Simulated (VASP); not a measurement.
C:

```
C
1.0
     0.00000    1.78340    1.78340
     1.78340    0.00000    1.78340
     1.78340    1.78340    0.00000
C
2
Cartesian
  1.7834 1.7834 1.7834
  2.6751 2.6751 2.6751
```

| Quantity | Value |
| --- | --- |
| Program | VASP 6.6.1 |
| Task | relaxation of cell and atoms |
| Functional | LDA |
| Potentials or basis | VASP PAW LDA potentials, release 64 (C) |
| Cutoff | 600 eV |
| k mesh | 10 × 10 × 10 |
| Occupations | gaussian, width 0.1 eV |
| Spin | no spin polarisation |

At the start: pressure -12.4 GPa; volume 5.67 Å³/atom.

How do energy, volume and symmetry change on relaxing?

Over 3 steps the energy falls by 6.2 meV/atom and the volume is 5.52 Å³/atom (-2.7 %); space group Fd-3m (No. 227, to 0.05 Å).

Step by step:
```csv
step,energy change (eV),largest force (eV/Å),pressure (GPa),volume (Å³)
1,0.0000,0.0000,-12.39,11.34
2,0.0090,0.0000,17.98,10.64
3,-0.0124,0.0000,-0.11,11.03
```

Final structure:
```
CELL_PARAMETERS angstrom
0.00000 1.76697 1.76697
1.76697 0.00000 1.76697
1.76697 1.76697 0.00000
ATOMIC_POSITIONS crystal
C 0.50000 0.50000 0.50000
C 0.75000 0.75000 0.75000
```
